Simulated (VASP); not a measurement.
# K (P-1) in VASP: single point with PBEsol+D4

Aim: the single point of K with PBEsol+D4.

Program: VASP 6.6.1. These are calculated values, not measurements. Logs are shortened: lines on timing, memory, paths and dates and some standing lists are left out, and cuts for length are marked.

### 1 The cell of the first run

The typed cell holds 1 atom: a = 4.496 Å, b = 4.494 Å, c = 4.506 Å, α = 111.94°, β = 108.48°, γ = 107.90°.

### 2 Single point, PBEsol+D4, collinear spin

INCAR

```
  PREC = Accurate
  ENCUT = 520
  EDIFF = 1E-6
  ISMEAR = 1
  SIGMA = 0.05
  LREAL = F
  LASPH = T
  NELM = 150
  ALGO = Fast
  ISIF = 2
  LWAVE = F
  LCHARG = F
  ISPIN = 2
  MAGMOM = 0.5
  LORBIT = 11
  GGA = PS
  IVDW = 13
  NBANDS = 14
```

KPOINTS

```
regular mesh
0
Gamma
  7 7 7
```

POSCAR

```
K
1.0
   -2.5135196850      2.6259638338      2.6462307119
    2.5136101590     -2.6240924458      2.6442186070
    2.5230723554      2.6347883282     -2.6441614277
K
1
Direct
   -0.0120970000      0.0250710000     -0.0185170000
```

Potentials or basis: VASP PAW PBE potentials, release 64 (K_sv).

Started as:

```
$ cat potpaw_PBE.64/K_sv/POTCAR > POTCAR
$ mpirun -np 1 vasp_std > vasp.out
```

OUTCAR:

```text
PREC = Accurate
   ENCUT = 520
   EDIFF = 1E-6
   ISMEAR = 1
   LREAL = F
   LASPH = T
   NELM = 150
   ISIF = 2
   ISPIN = 2
   LORBIT = 11
   GGA = PS
   IVDW = 13

 ion  position               nearest neighbor table
   1  0.988  0.025  0.981-

  LATTYP: Found a triclinic cell.
 ALAT       =     4.4939947972
 B/A-ratio  =     1.6595646301
 C/A-ratio  =     1.8771295221
 COS(alpha) =     0.0000193632
 COS(beta)  =     0.5025815889
 COS(gamma) =     0.8282367493

  Lattice vectors:

 A1 = (  -2.5136101590,   2.6240924458,  -2.6442186070)
 A2 = (   0.0094621964,   5.2588807740,  -5.2883800347)
 A3 = (  -7.5598453438,  -2.6473555986,  -2.6463450705)

Analysis of symmetry for initial positions (statically):
=====================================================================
 Subroutine PRICEL returns:
 Original cell was already a primitive cell.

 Routine SETGRP: Setting up the symmetry group for a
 triclinic supercell.

 Subroutine GETGRP returns: Found  2 space group operations
 (whereof  1 operations were pure point group operations)
 out of a pool of  2 trial point group operations.

The static configuration has the point symmetry C_1 .
 The point group associated with its full space group is S_2 .

Analysis of symmetry for dynamics (positions and initial velocities):
=====================================================================
 Subroutine PRICEL returns:
 Original cell was already a primitive cell.

 Routine SETGRP: Setting up the symmetry group for a
 triclinic supercell.

 Subroutine GETGRP returns: Found  2 space group operations
 (whereof  1 operations were pure point group operations)
 out of a pool of  2 trial point group operations.

The dynamic configuration has the point symmetry C_1 .
 The point group associated with its full space group is S_2 .

Analysis of structural, dynamic, and magnetic symmetry:
=====================================================================
 Subroutine PRICEL returns:
 Original cell was already a primitive cell.

 Routine SETGRP: Setting up the symmetry group for a
 triclinic supercell.

 Subroutine GETGRP returns: Found  2 space group operations
 (whereof  1 operations were pure point group operations)
 out of a pool of  2 trial point group operations.

The overall configuration has the point symmetry C_1 .
 The point group associated with its full space group is S_2 .

 Subroutine INISYM returns: Found  2 space group operations
 (whereof  1 operations are pure point group operations),
 and found     1 'primitive' translations

----------------------------------------------------------------------------------------

                                     Primitive cell
[... 135 lines left out ...]
  ext. energy  EPLUGINS =         0.00000000
  ---------------------------------------------------
  free energy    TOTEN  =        -1.13542280 eV

  energy without entropy =       -1.13545828  energy(sigma->0) =       -1.13543463

 E-fermi :  -0.0509     XC(G=0):  -5.8177

 val. band max:       -0.1108009992   @ k =  -0.4286   0.4286   0.0000
 cond. band min:      -0.0434613385   @ k =  -0.1429   0.2857   0.2857
 fundamental gap:      0.0673396608
 Fermi energy:        -0.0508747331

 spin component 1

 k-point     1 :       0.0000    0.0000    0.0000
  band No.  band energies     occupation
      1     -32.0260      1.00000
      2     -15.5326      1.00000
      3     -15.5318      1.00000
      4     -15.5318      1.00000
      5      -2.2900      1.00000
      6       4.1229      0.00000
      7       4.3547      0.00000
      8       4.3813      0.00000
      9       5.0667      0.00000
     10       5.3903      0.00000
     11       7.9547      0.00000
     12       7.9863      0.00000
     13       8.3059      0.00000
     14      10.2601      0.00000
[... 379 lines left out ...]
      3     -15.5572      1.00000
      4     -15.5387      1.00000
      5      -0.5234      1.00000
      6       1.9962      0.00000
      7       2.8568      0.00000
      8       4.8238      0.00000
      9       5.2439      0.00000
     10       5.7676      0.00000
     11       6.6715      0.00000
     12       7.0799      0.00000
     13       7.7536      0.00000
     14       9.9825      0.00000

 [... further k-points ...]

 spin component 2

 k-point     1 :       0.0000    0.0000    0.0000
  band No.  band energies     occupation
      1     -32.0260      1.00000
      2     -15.5326      1.00000
      3     -15.5319      1.00000
      4     -15.5318      1.00000
      5      -2.2899      1.00000
      6       4.1231      0.00000
      7       4.3549      0.00000
      8       4.3815      0.00000
      9       5.0668      0.00000
     10       5.3905      0.00000
     11       7.9542      0.00000
     12       7.9858      0.00000
     13       8.3058      0.00000
     14      10.2264      0.00000
[... 379 lines left out ...]
      3     -15.5573      1.00000
      4     -15.5388      1.00000
      5      -0.5233      1.00000
      6       1.9962      0.00000
      7       2.8569      0.00000
      8       4.8240      0.00000
      9       5.2442      0.00000
     10       5.7677      0.00000
     11       6.6717      0.00000
     12       7.0800      0.00000
     13       7.7538      0.00000
     14       9.9823      0.00000

 [... further k-points ...]

------------------------ aborting loop because EDIFF is reached ----------------------------------------

  DFT-D4 for vdW energy calculation

  Edisp (eV):   -0.04062

  FORCE on cell =-STRESS in cart. coord.  units (eV):
  Direction    XX          YY          ZZ          XY          YZ          ZX
  --------------------------------------------------------------------------------------
  -------------------------------------------------------------------------------------
  Total      -0.02172    -0.01295    -0.02227    -0.00597    -0.00145    -0.00004
  in kB      -0.49649    -0.29608    -0.50911    -0.13653    -0.03314    -0.00096
  external pressure =       -0.43 kB  Pullay stress =        0.00 kB

 VOLUME and BASIS-vectors are now :
 -----------------------------------------------------------------------------
  energy-cutoff  :      520.00
  volume of cell :       70.09
      direct lattice vectors                 reciprocal lattice vectors
    -2.513519685  2.625963834  2.646230712    -0.000405657  0.190013300  0.188952656
     2.513610159 -2.624092446  2.644218607     0.198542164 -0.000434869  0.189016620
     2.523072355  2.634788328 -2.644161428     0.198140483  0.189727124 -0.000070501

 POSITION                                       TOTAL-FORCE (eV/Angst)
 -----------------------------------------------------------------------------------
      0.05626      5.11441      0.08531         0.000000      0.000000      0.000000
 -----------------------------------------------------------------------------------
    total drift:                               -0.000002      0.000001     -0.000001

  FREE ENERGIE OF THE ION-ELECTRON SYSTEM (eV)
  ---------------------------------------------------
  free  energy   TOTEN  =        -1.1760443171 eV

  energy  without entropy=       -1.1760797958  energy(sigma->0) =       -1.17605614

 total charge

# of ion       s       p       d       tot
------------------------------------------
    1        1.981   5.546   0.005   7.532

 magnetization (x)

# of ion       s       p       d       tot
------------------------------------------
    1        0.000  -0.000  -0.000  -0.000
```

OSZICAR:

```text
N       E                     dE             d eps       ncg     rms          rms(c)
DAV:   1     0.426233190600E+02    0.42623E+02   -0.33830E+03  9632   0.480E+02
DAV:   2     0.898868003431E+00   -0.41724E+02   -0.40774E+02 12182   0.154E+02
DAV:   3    -0.107039611489E+01   -0.19693E+01   -0.19553E+01 16958   0.211E+01
DAV:   4    -0.108618033097E+01   -0.15784E-01   -0.15784E-01 11442   0.174E+00
DAV:   5    -0.108634993448E+01   -0.16960E-03   -0.16960E-03 15048   0.136E-01    0.295E+00
RMM:   6    -0.112932301045E+01   -0.42973E-01   -0.22801E-02  9812   0.709E-01    0.158E+00
RMM:   7    -0.113512463236E+01   -0.58016E-02   -0.10686E-02  9981   0.488E-01    0.102E+00
RMM:   8    -0.113509788205E+01    0.26750E-04   -0.11942E-03 12252   0.153E-01    0.483E-01
RMM:   9    -0.113533343777E+01   -0.23556E-03   -0.70376E-04 12770   0.131E-01    0.705E-02
RMM:  10    -0.113539721429E+01   -0.63777E-04   -0.31502E-04 13122   0.735E-02    0.340E-02
RMM:  11    -0.113541691614E+01   -0.19702E-04   -0.80673E-05 13831   0.421E-02    0.175E-02
RMM:  12    -0.113542206291E+01   -0.51468E-05   -0.20547E-05 14691   0.157E-02    0.686E-03
RMM:  13    -0.113542280125E+01   -0.73834E-06   -0.65380E-06 14401   0.105E-02
   1 F= -.11760443E+01 E0= -.11760561E+01  d E =0.354786E-04  mag=    -0.0000
```

Run time: 8.2 min. Hardware: 1 thread of Oxide Virtual Turin-like, shared host; peak memory 0.37 GiB.

Results:

```yaml
Free_energy: -1.1760 eV
Pressure: 0.0 GPa
Net_moment: 0.00 μB per cell
Valence_electrons_inside_the_program's_atomic_spheres: K 7.53
Dispersion_energy_per_atom: -0.041 eV
```

Levels at points of the mesh, in eV from the Fermi level:
Spin up:
| k point | band 1 | band 2 | band 3 | band 4 | band 5 | band 6 | band 7 | band 8 |
| --- | --- | --- | --- | --- | --- | --- | --- | --- |
| (0.00, 0.00, 0.00) | -31.98 | -15.48 | -15.48 | -15.48 | -2.24 | 4.17 | 4.41 | 4.43 |
Spin down:
| k point | band 1 | band 2 | band 3 | band 4 | band 5 | band 6 | band 7 | band 8 |
| --- | --- | --- | --- | --- | --- | --- | --- | --- |
| (0.00, 0.00, 0.00) | -31.98 | -15.48 | -15.48 | -15.48 | -2.24 | 4.17 | 4.41 | 4.43 |

Caveat: the PAW data sets were made with another functional, which shifts forces and pressure a little.
